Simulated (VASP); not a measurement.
## LaB: single point with PBE

The system is LaB.

```
La B
1.0
     3.41174    0.00000    0.00000
     0.00000    3.41174    0.00000
     0.00000    0.00000    3.41403
La B
1 1
Cartesian
  1.7059 1.7059 1.7070
  0.0000 0.0000 0.0000
```

| Quantity | Value |
| --- | --- |
| Program | VASP 6.6.1 |
| Task | single point |
| Functional | PBE |
| Potentials or basis | VASP PAW PBE potentials, release 64 (La, B) |
| Cutoff | 520 eV |
| k mesh | 16 × 16 × 16 |
| Occupations | gaussian, width 0.1 eV |
| Spin | no spin polarisation |

```
Pressure               : -0.1 GPa
Band gap on the k mesh : zero (band 7 reaches 8.59 eV, above the bottom of band 8 at 4.99 eV)
```

Levels at points of the mesh, in eV from the Fermi level:
```csv
k point,band 3,band 4,band 5,band 6,band 7,band 8,band 9,band 10,band 11,band 12
"(0.00, 0.00, 0.00)",-15.24,-15.24,-7.16,-0.59,-0.59,1.57,1.58,1.58,2.75,2.75
"(0.50, 0.00, 0.00)",-15.04,-15.04,-4.57,-2.94,0.31,0.33,0.43,2.11,2.64,2.83
"(0.50, 0.50, 0.00)",-16.64,-14.87,-6.18,-0.14,-0.14,0.87,1.44,2.77,2.77,3.29
"(0.00, 0.00, 0.50)",-15.04,-15.04,-4.57,-2.94,0.32,0.32,0.42,2.11,2.64,2.83
"(0.50, 0.00, 0.50)",-16.64,-14.87,-6.18,-0.14,-0.14,0.87,1.44,2.77,2.77,3.29
"(0.50, 0.50, 0.50)",-16.34,-16.33,-4.00,-3.24,-3.24,-3.24,2.84,2.84,2.84,3.22
```

It took 7.5 min on 1 thread of AMD EPYC 7R13 (shared host), peak memory 0.37 GiB.

Caveat: spin-orbit coupling is left out, which moves the levels of the heavy elements.
